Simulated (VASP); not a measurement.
# KCl (Pm-3m) in VASP: notebook

The runs below take KCl through single point, with r2SCAN.

All numbers are computed with VASP 6.6.1; they aren't measurements. Logs are shortened: lines on timing, memory, paths and dates and some standing lists are left out, and cuts for length are marked.

## (1) The cell of the first run

The structure is cubic, space group Pm-3m (No. 221). The conventional cell has a = 3.890 Å, b = 3.890 Å, c = 3.890 Å, α = 90.00°, β = 90.00°, γ = 90.00°. K (site symmetry m-3m) has 8 Cl at 3.37 Å and 6 K at 3.89 Å within 4.4 Å. Cl (site symmetry m-3m) has 8 K at 3.37 Å and 6 Cl at 3.89 Å within 4.4 Å.

## (2) Single point, r2SCAN

Contents of POSCAR:

```
KCl
1.0
    3.8897175305      0.0000000000      0.0000000000
    0.0000000000      3.8897175305      0.0000000000
    0.0000000000      0.0000000000      3.8897175305
K Cl
1 1
Direct
    0.0000000000      0.0000000000      0.0000000000
    0.5000000000      0.5000000000      0.5000000000
```

Contents of INCAR.step1:

```
SYSTEM = KCl
PREC = Accurate
ENCUT = 550
ISMEAR = 0
SIGMA = 0.01
LREAL = .False.
LASPH = .True.
NELM = 120
NBANDS = 15
GGA = PE
ALGO = Normal
EDIFF = 1E-5
LWAVE = .True.
LCHARG = .False.
GGA_COMPAT = .False.
```

Contents of INCAR.step2:

```
SYSTEM = KCl
PREC = Accurate
ENCUT = 550
EDIFF = 1E-6
ISMEAR = 0
SIGMA = 0.01
LREAL = .False.
LASPH = .True.
NELM = 120
ALGO = Normal
ISIF = 2
LWAVE = .False.
LCHARG = .False.
METAGGA = R2SCAN
LMIXTAU = .True.
NBANDS = 15
ISTART = 1
GGA_COMPAT = .False.
```

Contents of KPOINTS:

```
regular mesh
0
Gamma
  5 5 5
  0 0 0
```

Potentials or basis: VASP PAW PBE potentials, release 64 (K_sv, Cl).

The run is started by

```
> cat potpaw_PBE.64/K_sv/POTCAR potpaw_PBE.64/Cl/POTCAR > POTCAR
> cp INCAR.step1 INCAR
> mpirun -np 1 vasp_std > vasp.out
> cp INCAR.step2 INCAR
> mpirun -np 1 vasp_std > vasp.out
```

OUTCAR:

```text
SYSTEM = KCl
   PREC = Accurate
   ENCUT = 550
   EDIFF = 1E-6
   ISMEAR = 0
   LREAL = .False.
   LASPH = .True.
   NELM = 120
   ISIF = 2
   METAGGA = R2SCAN
   ISTART = 1

 ion  position               nearest neighbor table
   1  0.000  0.000  0.000-
   2  0.500  0.500  0.500-

  LATTYP: Found a simple cubic cell.
 ALAT       =     3.8897175305

  Lattice vectors:

 A1 = (   3.8897175305,   0.0000000000,   0.0000000000)
 A2 = (   0.0000000000,   3.8897175305,   0.0000000000)
 A3 = (   0.0000000000,   0.0000000000,   3.8897175305)

Analysis of symmetry for initial positions (statically):
=====================================================================
 Subroutine PRICEL returns:
 Original cell was already a primitive cell.

 Routine SETGRP: Setting up the symmetry group for a
 simple cubic supercell.

 Subroutine GETGRP returns: Found 48 space group operations
 (whereof 48 operations were pure point group operations)
 out of a pool of 48 trial point group operations.

The static configuration has the point symmetry O_h .

Analysis of symmetry for dynamics (positions and initial velocities):
=====================================================================
 Subroutine PRICEL returns:
 Original cell was already a primitive cell.

 Routine SETGRP: Setting up the symmetry group for a
 simple cubic supercell.

 Subroutine GETGRP returns: Found 48 space group operations
 (whereof 48 operations were pure point group operations)
 out of a pool of 48 trial point group operations.

The dynamic configuration has the point symmetry O_h .

 Subroutine INISYM returns: Found 48 space group operations
 (whereof 48 operations are pure point group operations),
 and found     1 'primitive' translations

----------------------------------------------------------------------------------------

                                     Primitive cell

  volume of cell :      58.8510

  direct lattice vectors                    reciprocal lattice vectors
     3.889717531  0.000000000  0.000000000     0.257088077  0.000000000  0.000000000
     0.000000000  3.889717531  0.000000000     0.000000000  0.257088077  0.000000000
     0.000000000  0.000000000  3.889717531     0.000000000  0.000000000  0.257088077

  length of vectors
     3.889717531  3.889717531  3.889717531     0.257088077  0.257088077  0.257088077

  position of ions in fractional coordinates (direct lattice)
     0.000000000  0.000000000  0.000000000
     0.500000000  0.500000000  0.500000000

  ion indices of the primitive-cell ions
   primitive index   ion index
                 1           1
                 2           2

----------------------------------------------------------------------------------------

 KPOINTS: regular mesh

Automatic generation of k-mesh.
 Grid dimensions read from file:
 generate k-points for:    5    5    5

 Generating k-lattice:

  Cartesian coordinates                     Fractional coordinates (reciprocal lattice)
     0.051417615  0.000000000  0.000000000     0.200000000  0.000000000  0.000000000
     0.000000000  0.051417615  0.000000000     0.000000000  0.200000000  0.000000000
     0.000000000  0.000000000  0.051417615     0.000000000  0.000000000  0.200000000

  Length of vectors
     0.051417615  0.051417615  0.051417615

  Shift w.r.t. Gamma in fractional coordinates (k-lattice)
     0.000000000  0.000000000  0.000000000

 Subroutine IBZKPT returns following result:
 ===========================================

 Found     10 irreducible k-points:

 Following reciprocal coordinates:
            Coordinates               Weight
  0.000000  0.000000  0.000000      1.000000
  0.200000  0.000000  0.000000      6.000000
  0.400000  0.000000  0.000000      6.000000
  0.200000  0.200000  0.000000     12.000000
  0.400000  0.200000  0.000000     24.000000
  0.400000  0.400000  0.000000     12.000000
  0.200000  0.200000  0.200000      8.000000
  0.400000  0.200000  0.200000     24.000000
  0.400000  0.400000  0.200000     24.000000
  0.400000  0.400000  0.400000      8.000000
   k-points           NKPTS =     10   k-points in BZ     NKDIM =     10   number of bands    NBANDS=     15
   number of dos      NEDOS =    301   number of ions     NIONS =      2
   total plane-waves  NPLWV =  27000
   dimension x,y,z NGX =    30 NGY =   30 NGZ =   30
   dimension x,y,z NGXF=    60 NGYF=   60 NGZF=   60
   ions per type =               1   1
   NGX,Y,Z   is equivalent  to a cutoff of  12.82, 12.82, 12.82 a.u.
   NGXF,Y,Z  is equivalent  to a cutoff of  25.64, 25.64, 25.64 a.u.
 SYSTEM =  KCl
   PREC   = accura    normal or accurate (medium, high low for compatibility)
   ISTART =      1    job   : 0-new  1-cont  2-samecut
   ICHARG =      0    charge: 1-file 2-atom 10-const
   ISPIN  =      1    spin polarized calculation?
   LNONCOLLINEAR =      F non collinear calculations
   LSORBIT =      F    spin-orbit coupling
   LASPH  =      T    aspherical Exc in radial PAW
   ENCUT  =  550.0 eV  40.42 Ry    6.36 a.u.   7.44  7.44  7.44*2*pi/ulx,y,z
   NELM   =    120;   NELMIN=  2; NELMDL=  0     # of ELM steps
   EDIFF  = 0.1E-05   stopping-criterion for ELM
   LREAL  =      F    real-space projection
   EDIFFG = 0.1E-04   stopping-criterion for IOM
   NSW    =      0    number of steps for IOM
   IBRION =     -1    ionic relax: 0-MD 1-quasi-New 2-CG
   NFREE  =      0    steps in history (QN), initial steepest desc. (CG)
   ISIF   =      2    stress and relaxation
   ISYM   =      2    0-nonsym 1-usesym 2-fastsym
   POTIM  = 0.5000    time-step for ionic-motion
   TEBEG  =    0.0;   TEEND  =   0.0 temperature during run
   PSTRESS=    0.0 pullay stress
   NELECT =      16.0000    total number of electrons
   NUPDOWN=      -1.0000    fix difference up-down
   EMIN   =  10.00;   EMAX   =-10.00  energy-range for DOS
   EFERMI =   0.00;   METHOD = LEGACY
   ISMEAR =     0;   SIGMA  =   0.01  broadening in eV -4-tet -1-fermi 0-gaus
   EFERMI_NEDOS =   21; number of points for ismear=-14 and -15
   IALGO  =     38    algorithm
   IMIX   =      4    mixing-type and parameters
     AMIX     =   0.40;   BMIX     =  1.00
     AMIX_MAG =   1.60;   BMIX_MAG =  1.00
  volume/ion in A,a.u.               =      29.43       198.57
  Fermi-wavevector in a.u.,A,eV,Ry     =   1.060547  2.004144 15.303300  1.124761
  Thomas-Fermi vector in A             =   2.195932
   LORBIT       =      0    0 simple, 1 ext, 2 COOP (PROOUT), +10 PAW based schemes
   METAGGA = R2SCAN    functional components
   LHFCALC =     F    Hartree Fock is set to
   AEXX    =    0.0000 exact exchange contribution
   IVDW    =     0    specifies the selected vdW correction
   LEPSILON=     F    determine dielectric tensor
   LRPA    =     F    only Hartree local field effects (RPA)
 non-spin polarized calculation
 Gauss-broadening in eV      SIGMA  =   0.01
  energy-cutoff  :      550.00
  volume of cell :       58.85
 maximum number of plane-waves:      1749
 NGX is ok and might be reduce to    30
   NGX = 15   NGY = 15   NGZ = 15

 number of electron      16.0000001 magnetization

 Free energy of the ion-electron system (eV)
  ---------------------------------------------------
  ext. energy  EPLUGINS =         0.00000000
  ---------------------------------------------------
  free energy    TOTEN  =       -16.37866515 eV

  energy without entropy =      -16.37866515  energy(sigma->0) =      -16.37866515

 E-fermi :  -1.3740     XC(G=0):  -8.2972

 val. band max:       -1.4524067432   @ k =   0.4000   0.4000   0.0000
 cond. band min:       3.9718455124   @ k =   0.0000   0.0000   0.0000
 fundamental gap:      5.4242522556
 Fermi energy:        -1.3739961262

 k-point     1 :       0.0000    0.0000    0.0000
  band No.  band energies     occupation
      1     -30.6638      2.00000
      2     -14.4728      2.00000
      3     -13.2890      2.00000
      4     -13.2890      2.00000
      5     -13.2890      2.00000
      6      -1.6138      2.00000
      7      -1.6138      2.00000
      8      -1.6138      2.00000
      9       3.9718      0.00000
     10       5.7592      0.00000
     11       5.7592      0.00000
     12       9.9448      0.00000
     13       9.9448      0.00000
     14       9.9448      0.00000
     15      12.8413      0.00000

 k-point     2 :       0.2000    0.0000    0.0000
  band No.  band energies     occupation
      1     -30.6584      2.00000
      2     -14.5167      2.00000
      3     -13.2802      2.00000
      4     -13.2802      2.00000
      5     -13.2525      2.00000
      6      -2.1994      2.00000
      7      -1.6114      2.00000
      8      -1.6114      2.00000
      9       4.7835      0.00000
     10       6.0770      0.00000
     11       6.4675      0.00000
     12       9.8107      0.00000
     13       9.8107      0.00000
     14      10.1232      0.00000
     15      11.5679      0.00000

 k-point     3 :       0.4000    0.0000    0.0000
  band No.  band energies     occupation
      1     -30.6498      2.00000
      2     -14.5911      2.00000
      3     -13.2658      2.00000
      4     -13.2658      2.00000
      5     -13.1849      2.00000
      6      -2.9545      2.00000
      7      -1.6084      2.00000
      8      -1.6084      2.00000
      9       6.3531      0.00000
     10       6.8606      0.00000
     11       7.4124      0.00000
     12       9.7477      0.00000
     13       9.7507      0.00000
     14       9.7507      0.00000
     15      10.4698      0.00000

 k-point     4 :       0.2000    0.2000    0.0000
  band No.  band energies     occupation
      1     -30.6532      2.00000
      2     -14.5038      2.00000
      3     -13.3549      2.00000
      4     -13.2721      2.00000
      5     -13.2070      2.00000
      6      -2.2363      2.00000
      7      -2.0025      2.00000
      8      -1.5881      2.00000
      9       5.3821      0.00000
     10       6.4220      0.00000
     11       6.9743      0.00000
     12       9.2434      0.00000
     13       9.4286      0.00000
     14      10.2739      0.00000
     15      11.6799      0.00000

 k-point     5 :       0.4000    0.2000    0.0000
  band No.  band energies     occupation
      1     -30.6448      2.00000
      2     -14.4971      2.00000
      3     -13.3552      2.00000
      4     -13.2589      2.00000
      5     -13.2360      2.00000
      6      -2.8037      2.00000
      7      -1.9909      2.00000
      8      -1.5503      2.00000
      9       6.3416      0.00000
     10       6.7888      0.00000
     11       7.8745      0.00000
     12       9.0223      0.00000
     13       9.2065      0.00000
     14       9.5443      0.00000
     15      11.0015      0.00000

 k-point     6 :       0.4000    0.4000    0.0000
  band No.  band energies     occupation
      1     -30.6367      2.00000
      2     -14.3149      2.00000
      3     -13.4607      2.00000
      4     -13.3851      2.00000
      5     -13.2476      2.00000
      6      -2.5742      2.00000
      7      -2.4947      2.00000
      8      -1.4524      2.00000
      9       5.6554      0.00000
     10       6.6482      0.00000
     11       8.3622      0.00000
     12       8.5699      0.00000
     13       9.4937      0.00000
     14       9.7044      0.00000
     15      11.6533      0.00000

 k-point     7 :       0.2000    0.2000    0.2000
  band No.  band energies     occupation
      1     -30.6481      2.00000
      2     -14.4657      2.00000
      3     -13.3440      2.00000
      4     -13.3440      2.00000
      5     -13.1988      2.00000
      6      -2.1760      2.00000
      7      -2.0029      2.00000
      8      -2.0029      2.00000
      9       5.9814      0.00000
     10       7.0724      0.00000
     11       7.0724      0.00000
     12       9.0301      0.00000
     13       9.0301      0.00000
     14       9.1517      0.00000
     15      12.6913      0.00000

 k-point     8 :       0.4000    0.2000    0.2000
  band No.  band energies     occupation
      1     -30.6398      2.00000
      2     -14.4135      2.00000
      3     -13.3639      2.00000
      4     -13.3264      2.00000
      5     -13.2693      2.00000
      6      -2.7015      2.00000
      7      -2.0046      2.00000
      8      -1.9221      2.00000
      9       6.7862      0.00000
     10       7.2066      0.00000
     11       7.5296      0.00000
     12       8.7357      0.00000
     13       8.8842      0.00000
     14       9.1963      0.00000
     15      11.9435      0.00000

 k-point     9 :       0.4000    0.4000    0.2000
  band No.  band energies     occupation
      1     -30.6319      2.00000
      2     -14.2554      2.00000
      3     -13.4464      2.00000
      4     -13.3949      2.00000
      5     -13.3148      2.00000
      6      -2.5563      2.00000
      7      -2.5170      2.00000
      8      -1.9108      2.00000
      9       6.2798      0.00000
     10       7.4951      0.00000
     11       8.0959      0.00000
     12       8.1534      0.00000
     13       9.4227      0.00000
     14       9.4448      0.00000
     15      11.7908      0.00000

 k-point    10 :       0.4000    0.4000    0.4000
  band No.  band energies     occupation
      1     -30.6241      2.00000
      2     -14.1506      2.00000
      3     -13.4232      2.00000
      4     -13.4232      2.00000
      5     -13.4159      2.00000
      6      -2.5549      2.00000
      7      -2.5549      2.00000
      8      -2.5121      2.00000
      9       7.4014      0.00000
     10       7.8143      0.00000
     11       7.8143      0.00000
     12       8.8235      0.00000
     13       9.1388      0.00000
     14       9.1388      0.00000
     15      11.6897      0.00000

------------------------ aborting loop because EDIFF is reached ----------------------------------------

  FORCE on cell =-STRESS in cart. coord.  units (eV):
  Direction    XX          YY          ZZ          XY          YZ          ZX
  --------------------------------------------------------------------------------------
  -------------------------------------------------------------------------------------
  Total       -0.6285552     -0.6285552     -0.6285552      0.0000000      0.0000000      0.0000000
  in kB      -17.1119626    -17.1119626    -17.1119626      0.0000000      0.0000000      0.0000000
  external PRESSURE =     -17.1119626 kB  Pullay stress =       0.0000000 kB

 VOLUME and BASIS-vectors are now :
 -----------------------------------------------------------------------------
  energy-cutoff  :      550.00
  volume of cell :       58.85
      direct lattice vectors                 reciprocal lattice vectors
     3.889717531  0.000000000  0.000000000     0.257088077  0.000000000  0.000000000
     0.000000000  3.889717531  0.000000000     0.000000000  0.257088077  0.000000000
     0.000000000  0.000000000  3.889717531     0.000000000  0.000000000  0.257088077

 POSITION                                       TOTAL-FORCE (eV/Angst)
 -----------------------------------------------------------------------------------
      0.00000      0.00000      0.00000         0.000000      0.000000      0.000000
      1.94486      1.94486      1.94486         0.000000      0.000000      0.000000
 -----------------------------------------------------------------------------------
    total drift:                                0.000000      0.000000     -0.000000

  FREE ENERGIE OF THE ION-ELECTRON SYSTEM (eV)
  ---------------------------------------------------
  free  energy   TOTEN  =       -16.3786651541 eV

  energy  without entropy=      -16.3786651541  energy(sigma->0) =      -16.37866515
```

Wall time 51 s (1 thread of Intel Xeon 8259CL, shared host); peak memory 0.17 GiB.

What came out:

```yaml
Free_energy: -16.3787 eV
Pressure: -1.7 GPa
Band_gap_on_the_k_mesh: 5.42 eV (least direct gap 5.59 eV)
```

Caveat: the PAW data sets were made with another functional, which shifts forces and pressure a little; an odd mesh through Γ misses points on the zone boundary, where band edges can lie.

[end of part 1 of 2]
